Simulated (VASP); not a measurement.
# Ti (I4/mmm) in VASP: a series of runs

Ti is run at these levels: r2SCAN; tasks: single point.

Everything below comes from runs of VASP 6.6.1. Logs are shortened: lines on timing, memory, paths and dates and some standing lists are left out, and cuts for length are marked.

## 1. The cell of the first run

Symmetry: I4/mmm, No. 139, tetragonal system. The conventional cell has a = 2.906 Å, b = 2.906 Å, c = 4.028 Å, α = 90.00°, β = 90.00°, γ = 90.00°. Within 3.8 Å of Ti (site symmetry 4/mmm) lie 12 Ti at 2.88 to 2.91 Å.

## 2. Single point, r2SCAN (strain -0.0200 x Voigt [0, 0, 1, 0, 0, 0])

Input file POSCAR:

```
Ti
1.0
    0.0000000000      2.0551516146      2.0140485823
    2.0551516146      0.0000000000      2.0140485823
    2.0551516146      2.0551516146      0.0000000000
Ti
1
Direct
    0.0000000000      0.0000000000      0.0000000000
```

Input file INCAR.step1:

```
SYSTEM = Ti
PREC     = Accurate       ! precision mode
ENCUT    = 520            ! plane-wave cutoff, eV
ISMEAR   = 0              ! smearing method
SIGMA    = 0.15           ! smearing width, eV
LREAL    = .False.        ! projectors in reciprocal space
LASPH    = .True.         ! aspherical terms in the spheres
NELM     = 100            ! most SCF steps
NBANDS   = 12             ! bands
GGA      = PE             ! functional
ALGO     = Normal         ! electronic algorithm
EDIFF    = 1E-4           ! SCF threshold, eV
LWAVE    = .True.         ! write WAVECAR
LCHARG   = .False.        ! write CHGCAR
```

Input file INCAR.step2:

```
SYSTEM = Ti
PREC     = Accurate       ! precision mode
ENCUT    = 520            ! plane-wave cutoff, eV
EDIFF    = 1E-6           ! SCF threshold, eV
ISMEAR   = 0              ! smearing method
SIGMA    = 0.15           ! smearing width, eV
LREAL    = .False.        ! projectors in reciprocal space
LASPH    = .True.         ! aspherical terms in the spheres
NELM     = 100            ! most SCF steps
ALGO     = Normal         ! electronic algorithm
ISIF     = 2              ! what is computed and relaxed
LWAVE    = .False.        ! write WAVECAR
LCHARG   = .True.         ! write CHGCAR
METAGGA  = R2SCAN         ! meta-GGA
LMIXTAU  = .True.       
LELF     = .True.         ! ELF
LVHAR    = .True.       
NBANDS   = 12             ! bands
ISTART   = 1
```

Input file KPOINTS:

```
Automatic mesh
0
Gamma
  26 26 26
  0 0 0
```

Potentials or basis: VASP PAW PBE potentials, release 64 (Ti_sv).

On the command line:

```sh
> cat potpaw_PBE.64/Ti_sv/POTCAR > POTCAR
> cp INCAR.step1 INCAR
> mpirun -np 1 vasp_std > vasp.out
> cp INCAR.step2 INCAR
> mpirun -np 1 vasp_std > vasp.out
```

OUTCAR:

```text
SYSTEM = Ti
   PREC = Accurate
   ENCUT = 520
   EDIFF = 1E-6
   ISMEAR = 0
   LREAL = .False.
   LASPH = .True.
   NELM = 100
   ISIF = 2
   METAGGA = R2SCAN
   ISTART = 1

 ion  position               nearest neighbor table
   1  0.000  0.000  0.000-

  LATTYP: Found a body centered tetragonal cell.
 ALAT       =     2.9064232861
 C/A-ratio  =     1.3859292911

  Lattice vectors:

 A1 = (   0.0000000000,  -2.0551516146,  -2.0140485823)
 A2 = (   0.0000000000,   2.0551516146,  -2.0140485823)
 A3 = (   2.0551516146,   0.0000000000,   2.0140485823)

Analysis of symmetry for initial positions (statically):
=====================================================================
 Subroutine PRICEL returns:
 Original cell was already a primitive cell.

 Routine SETGRP: Setting up the symmetry group for a
 body centered tetragonal supercell.

 Subroutine GETGRP returns: Found 16 space group operations
 (whereof 16 operations were pure point group operations)
 out of a pool of 16 trial point group operations.

The static configuration has the point symmetry D_4h.

Analysis of symmetry for dynamics (positions and initial velocities):
=====================================================================
 Subroutine PRICEL returns:
 Original cell was already a primitive cell.

 Routine SETGRP: Setting up the symmetry group for a
 body centered tetragonal supercell.

 Subroutine GETGRP returns: Found 16 space group operations
 (whereof 16 operations were pure point group operations)
 out of a pool of 16 trial point group operations.

The dynamic configuration has the point symmetry D_4h.

 Subroutine INISYM returns: Found 16 space group operations
 (whereof 16 operations are pure point group operations),
 and found     1 'primitive' translations

----------------------------------------------------------------------------------------

                                     Primitive cell

  volume of cell :      17.0133

  direct lattice vectors                    reciprocal lattice vectors
     0.000000000  2.055151615  2.014048582    -0.243291053  0.243291053  0.248256176
     2.055151615  0.000000000  2.014048582     0.243291053 -0.243291053  0.248256176
     2.055151615  2.055151615  0.000000000     0.243291053  0.243291053 -0.248256176

  length of vectors
     2.877505839  2.877505839  2.906423286     0.424278448  0.424278448  0.424278448

  position of ions in fractional coordinates (direct lattice)
     0.000000000  0.000000000  0.000000000

  ion indices of the primitive-cell ions
   primitive index   ion index
                 1           1

----------------------------------------------------------------------------------------

 KPOINTS: Automatic mesh

Automatic generation of k-mesh.
 Grid dimensions read from file:
 generate k-points for:   26   26   26

 Generating k-lattice:

  Cartesian coordinates                     Fractional coordinates (reciprocal lattice)
    -0.009357348  0.009357348  0.009548314     0.038461538  0.000000000  0.000000000
     0.009357348 -0.009357348  0.009548314     0.000000000  0.038461538  0.000000000
     0.009357348  0.009357348 -0.009548314    -0.000000000 -0.000000000  0.038461538

  Length of vectors
     0.016318402  0.016318402  0.016318402

  Shift w.r.t. Gamma in fractional coordinates (k-lattice)
     0.000000000  0.000000000  0.000000000

 Subroutine IBZKPT returns following result:
 ===========================================

 Found   1330 irreducible k-points:

 Following reciprocal coordinates:
            Coordinates               Weight
  0.000000  0.000000  0.000000      1.000000
  0.038462 -0.000000  0.000000      8.000000
  0.076923 -0.000000  0.000000      8.000000
  0.115385 -0.000000  0.000000      8.000000
  0.153846 -0.000000  0.000000      8.000000
  0.192308 -0.000000  0.000000      8.000000
[... 16 lines left out ...]
  0.346154  0.038462  0.000000      8.000000
  0.384615  0.038462  0.000000      8.000000
 [... further k-points ...]
   k-points           NKPTS =   1330   k-points in BZ     NKDIM =   1330   number of bands    NBANDS=     12
   number of dos      NEDOS =    301   number of ions     NIONS =      1
   total plane-waves  NPLWV =  13824
   dimension x,y,z NGX =    24 NGY =   24 NGZ =   24
   dimension x,y,z NGXF=    48 NGYF=   48 NGZF=   48
   ions per type =               1
   NGX,Y,Z   is equivalent  to a cutoff of  13.87, 13.87, 13.73 a.u.
   NGXF,Y,Z  is equivalent  to a cutoff of  27.73, 27.73, 27.46 a.u.
 SYSTEM =  Ti
   PREC   = accura    normal or accurate (medium, high low for compatibility)
   ISTART =      1    job   : 0-new  1-cont  2-samecut
   ICHARG =      0    charge: 1-file 2-atom 10-const
   ISPIN  =      1    spin polarized calculation?
   LNONCOLLINEAR =      F non collinear calculations
   LSORBIT =      F    spin-orbit coupling
   LASPH  =      T    aspherical Exc in radial PAW
   ENCUT  =  520.0 eV  38.22 Ry    6.18 a.u.   5.35  5.35  5.40*2*pi/ulx,y,z
   NELM   =    100;   NELMIN=  2; NELMDL=  0     # of ELM steps
   EDIFF  = 0.1E-05   stopping-criterion for ELM
   LREAL  =      F    real-space projection
   EDIFFG = 0.1E-04   stopping-criterion for IOM
   NSW    =      0    number of steps for IOM
   IBRION =     -1    ionic relax: 0-MD 1-quasi-New 2-CG
   NFREE  =      0    steps in history (QN), initial steepest desc. (CG)
   ISIF   =      2    stress and relaxation
   ISYM   =      2    0-nonsym 1-usesym 2-fastsym
   POTIM  = 0.5000    time-step for ionic-motion
   TEBEG  =    0.0;   TEEND  =   0.0 temperature during run
   PSTRESS=    0.0 pullay stress
   NELECT =      12.0000    total number of electrons
   NUPDOWN=      -1.0000    fix difference up-down
   EMIN   =  10.00;   EMAX   =-10.00  energy-range for DOS
   EFERMI =   0.00;   METHOD = LEGACY
   ISMEAR =     0;   SIGMA  =   0.15  broadening in eV -4-tet -1-fermi 0-gaus
   EFERMI_NEDOS =   21; number of points for ismear=-14 and -15
   IALGO  =     38    algorithm
   IMIX   =      4    mixing-type and parameters
     AMIX     =   0.40;   BMIX     =  1.00
     AMIX_MAG =   1.60;   BMIX_MAG =  1.00
  volume/ion in A,a.u.               =      17.01       114.81
  Fermi-wavevector in a.u.,A,eV,Ry     =   1.457268  2.753837 28.893731  2.123629
  Thomas-Fermi vector in A             =   2.574089
   LORBIT       =      0    0 simple, 1 ext, 2 COOP (PROOUT), +10 PAW based schemes
   METAGGA = R2SCAN    functional components
   LHFCALC =     F    Hartree Fock is set to
   AEXX    =    0.0000 exact exchange contribution
   IVDW    =     0    specifies the selected vdW correction
   LEPSILON=     F    determine dielectric tensor
   LRPA    =     F    only Hartree local field effects (RPA)
 non-spin polarized calculation
 Gauss-broadening in eV      SIGMA  =   0.15
  energy-cutoff  :      520.00
  volume of cell :       17.01
 maximum number of plane-waves:       476
 NGX is ok and might be reduce to    24
   NGX = 11   NGY = 11   NGZ = 11

 number of electron      12.0000003 magnetization

 Free energy of the ion-electron system (eV)
  ---------------------------------------------------
  ext. energy  EPLUGINS =         0.00000000
  ---------------------------------------------------
  free energy    TOTEN  =       -12.88426201 eV

  energy without entropy =      -12.86691181  energy(sigma->0) =      -12.87558691

 E-fermi :   8.4547     XC(G=0): -12.5181

 val. band max:        8.4539977613   @ k =  -0.4231   0.1154   0.0385
 cond. band min:       8.4562246969   @ k =  -0.4231   0.1154   0.0769
 fundamental gap:      0.0022269356
 Fermi energy:         8.4546971550

 k-point     1 :       0.0000    0.0000    0.0000
  band No.  band energies     occupation
      1     -50.5504      2.00000
      2     -25.3297      2.00000
      3     -25.3297      2.00000
      4     -25.3286      2.00000
      5       1.9391      2.00000
      6       9.4209      0.00000
      7       9.4209      0.00000
      8       9.5785      0.00000
      9      11.2292      0.00000
     10      11.4120      0.00000
     11      24.3565      0.00000
     12      29.1666      0.00000

 k-point     2 :       0.0385   -0.0000    0.0000
  band No.  band energies     occupation
      1     -50.5484      2.00000
      2     -25.3406      2.00000
      3     -25.3312      2.00000
      4     -25.3302      2.00000
      5       1.9901      2.00000
      6       9.4023      0.00000
      7       9.4397      0.00000
      8       9.5818      0.00000
      9      11.2173      0.00000
     10      11.3979      0.00000
     11      24.4022      0.00000
     12      28.8006      0.00000

 k-point     3 :       0.0769   -0.0000    0.0000
  band No.  band energies     occupation
      1     -50.5426      2.00000
      2     -25.3737      2.00000
      3     -25.3357      2.00000
      4     -25.3339      2.00000
      5       2.1413      2.00000
      6       9.3244      0.00000
      7       9.4925      0.00000
      8       9.6152      0.00000
      9      11.1859      0.00000
     10      11.3595      0.00000
     11      24.5183      0.00000
     12      27.8385      0.00000
[... 286 lines left out ...]
 k-point    23 :       0.3462    0.0385    0.0000
  band No.  band energies     occupation
      1     -50.4443      2.00000
      2     -25.8950      2.00000
      3     -25.4168      2.00000
      4     -25.3920      2.00000
      5       4.9038      2.00000
      6       8.3728      1.56020
      7       9.5648      0.00000
      8       9.6767      0.00000
      9      11.6822      0.00000
     10      11.9318      0.00000
     11      19.8572      0.00000
     12      24.4952      0.00000

 k-point    24 :       0.3846    0.0385    0.0000
  band No.  band energies     occupation
      1     -50.4309      2.00000
      2     -25.9641      2.00000
      3     -25.4255      2.00000
      4     -25.4015      2.00000
      5       5.2727      2.00000
      6       8.4472      1.05671
      7       9.4833      0.00000
      8       9.5918      0.00000
      9      11.9200      0.00000
     10      12.1335      0.00000
     11      18.9211      0.00000
     12      24.1766      0.00000

 [... further k-points ...]
[... 5 lines left out ...]
  --------------------------------------------------------------------------------------
  -------------------------------------------------------------------------------------
  Total        0.2702831      0.2702831      0.3431926      0.0000000     -0.0000000      0.0000000
  in kB       25.4531618     25.4531618     32.3192138      0.0000000     -0.0000000      0.0000000
  external PRESSURE =      27.7418458 kB  Pullay stress =       0.0000000 kB

 VOLUME and BASIS-vectors are now :
 -----------------------------------------------------------------------------
  energy-cutoff  :      520.00
  volume of cell :       17.01
      direct lattice vectors                 reciprocal lattice vectors
     0.000000000  2.055151615  2.014048582    -0.243291053  0.243291053  0.248256176
     2.055151615  0.000000000  2.014048582     0.243291053 -0.243291053  0.248256176
     2.055151615  2.055151615  0.000000000     0.243291053  0.243291053 -0.248256176

 POSITION                                       TOTAL-FORCE (eV/Angst)
 -----------------------------------------------------------------------------------
      0.00000      0.00000      0.00000         0.000000      0.000000      0.000000
 -----------------------------------------------------------------------------------
    total drift:                               -0.000000      0.000000      0.000000

  FREE ENERGIE OF THE ION-ELECTRON SYSTEM (eV)
  ---------------------------------------------------
  free  energy   TOTEN  =       -12.8842620148 eV

  energy  without entropy=      -12.8669118075  energy(sigma->0) =      -12.87558691
```

Wall time 21 min (1 thread of Oxide Virtual Turin-like, shared host); peak memory 0.33 GiB.

Results:

```
Free energy            : -12.8843 eV
Pressure               : 2.8 GPa
Band gap on the k mesh : zero (bands 6 and 7 overlap by 1.55 eV)
```

Caveat: the cell differs from its parent crystal (strain -0.0200 x Voigt [0, 0, 1, 0, 0, 0]); the PAW data sets were made with another functional, which shifts forces and pressure a little.

## 3. Single point, r2SCAN (strain -0.0150 x Voigt [0, 0, 1, 0, 0, 0])

Input file POSCAR:

```
Ti
1.0
    0.0000000000      2.0551516146      2.0243243404
    2.0551516146      0.0000000000      2.0243243404
    2.0551516146      2.0551516146      0.0000000000
Ti
1
Direct
    0.0000000000      0.0000000000      0.0000000000
```

Input file INCAR.step1:

```
SYSTEM = Ti
ALGO = Normal
EDIFF = 1E-4
ENCUT = 520
GGA = PE
ISMEAR = 0
LASPH = .True.
LCHARG = .False.
LREAL = .False.
LWAVE = .True.
NBANDS = 12
NELM = 100
PREC = Accurate
SIGMA = 0.15
```

Input file INCAR.step2:

```
SYSTEM = Ti
ALGO = Normal
EDIFF = 1E-6
ENCUT = 520
ISIF = 2
ISMEAR = 0
ISTART = 1
LASPH = .True.
LCHARG = .False.
LMIXTAU = .True.
LREAL = .False.
LWAVE = .False.
METAGGA = R2SCAN
NBANDS = 12
NELM = 100
PREC = Accurate
SIGMA = 0.15
```

Input file KPOINTS:

```
k-points
0
Gamma
  26 26 26
  0 0 0
```

Potentials or basis: VASP PAW PBE potentials, release 64 (Ti_sv).

On the command line:

```sh
> cat potpaw_PBE.64/Ti_sv/POTCAR > POTCAR
> cp INCAR.step1 INCAR
> mpirun -np 1 vasp_std > vasp.out
> cp INCAR.step2 INCAR
> mpirun -np 1 vasp_std > vasp.out
```

Wall time 26 min (1 thread of Oxide Virtual Turin-like, shared host); peak memory 0.33 GiB.

It converged, with:

```
Free energy            : -12.8859 eV
Pressure               : 2.2 GPa
Band gap on the k mesh : zero (bands 6 and 7 overlap by 1.55 eV)
```

Stress tensor (GPa, compression positive):
```
2.00 0.00 0.00
0.00 2.00 0.00
0.00 0.00 2.51
```

Levels at points of the mesh, in eV from the Fermi level:
```tsv
k point	band 4	band 5	band 6	band 7	band 8	band 9
(0.00, 0.00, 0.00)	-33.80	-6.50	0.97	0.97	1.09	2.78
(0.50, 0.00, 0.00)	-33.89	-2.74	0.49	0.87	1.01	3.87
(0.50, 0.50, 0.00)	-34.07	-2.71	-1.85	3.09	3.96	4.15
(0.50, 0.00, 0.50)	-34.04	-2.71	-1.80	2.78	3.96	4.10
```

Caveat: the cell differs from its parent crystal (strain -0.0150 x Voigt [0, 0, 1, 0, 0, 0]); the PAW data sets were made with another functional, which shifts forces and pressure a little.

## 4. Single point, r2SCAN (strain -0.0100 x Voigt [0, 0, 1, 0, 0, 0])

Input file POSCAR:

```
Ti
1.0
    0.0000000000      2.0551516146      2.0346000985
    2.0551516146      0.0000000000      2.0346000985
    2.0551516146      2.0551516146      0.0000000000
Ti
1
Direct
    0.0000000000      0.0000000000      0.0000000000
```

Input file INCAR.step1:

```
PREC     = Accurate       # precision mode
ENCUT    = 520            # plane-wave cutoff, eV
ISMEAR   = 0              # smearing method
SIGMA    = 0.15           # smearing width, eV
LREAL    = False          # projectors in reciprocal space
LASPH    = True           # aspherical terms in the spheres
NELM     = 60             # most SCF steps
NBANDS   = 12             # bands
GGA      = PE             # functional
ALGO     = Normal         # electronic algorithm
EDIFF    = 1E-4           # SCF threshold, eV
LWAVE    = True           # write WAVECAR
LCHARG   = False          # write CHGCAR
```

Input file INCAR.step2:

```
PREC     = Accurate       # precision mode
ENCUT    = 520            # plane-wave cutoff, eV
EDIFF    = 1E-7           # SCF threshold, eV
ISMEAR   = 0              # smearing method
SIGMA    = 0.15           # smearing width, eV
LREAL    = False          # projectors in reciprocal space
LASPH    = True           # aspherical terms in the spheres
NELM     = 60             # most SCF steps
ALGO     = Normal         # electronic algorithm
ISIF     = 2              # what is computed and relaxed
LWAVE    = False          # write WAVECAR
LCHARG   = False          # write CHGCAR
METAGGA  = R2SCAN         # meta-GGA
LMIXTAU  = True         
NBANDS   = 12             # bands
ISTART   = 1
```

Input file KPOINTS:

```
Automatic mesh
0
Gamma
  26 26 26
```

On the command line:

```sh
> cat potpaw_PBE.64/Ti_sv/POTCAR > POTCAR
> cp INCAR.step1 INCAR
> mpirun -np 1 vasp_std > vasp.out
> cp INCAR.step2 INCAR
> mpirun -np 1 vasp_std > vasp.out
```

It took 28 min on 1 thread of Oxide Virtual Turin-like, shared host; peak memory 0.34 GiB.

The run converged. Its results:

```
Free energy            : -12.8871 eV
Pressure               : 1.6 GPa
Band gap on the k mesh : zero (bands 6 and 7 overlap by 1.54 eV)
```

Stress tensor (GPa, compression positive):
```
1.47 0.00 0.00
0.00 1.47 0.00
0.00 0.00 1.82
```

Levels at points of the mesh, in eV from the Fermi level:
```csv
k point,band 4,band 5,band 6,band 7,band 8,band 9
"(0.00, 0.00, 0.00)",-33.82,-6.49,0.98,0.98,1.06,2.79
"(0.50, 0.00, 0.00)",-33.90,-2.73,0.48,0.89,0.98,3.86
"(0.50, 0.50, 0.00)",-34.07,-2.69,-1.82,3.00,3.94,4.12
"(0.50, 0.00, 0.50)",-34.06,-2.69,-1.79,2.79,3.94,4.09
```

Caveat: the cell differs from its parent crystal (strain -0.0100 x Voigt [0, 0, 1, 0, 0, 0]); the PAW data sets were made with another functional, which shifts forces and pressure a little.

## 5. Overview

| cell | gap on the mesh (eV) | pressure (GPa) |
| --- | --- | --- |
| a = 2.878, b = 2.878, c = 2.906 Å, angles 59.7, 59.7, 60.7°, 1 atom | none | 2.8 |
| a = 2.885, b = 2.885, c = 2.906 Å, angles 59.8, 59.8, 60.5°, 1 atom | none | 2.2 |
| a = 2.892, b = 2.892, c = 2.906 Å, angles 59.8, 59.8, 60.3°, 1 atom | none | 1.6 |

Alike in all rows: task single point; level r2SCAN; potentials or basis VASP PAW PBE potentials, release 64 (Ti_sv); no spin polarisation; k mesh 26 × 26 × 26; cutoff (eV) 520; smearing gaussian 0.15 eV.

Caveats: the PAW data sets were made with another functional, which shifts forces and pressure a little.

Absolute energies hang on the potentials; compare differences alone.
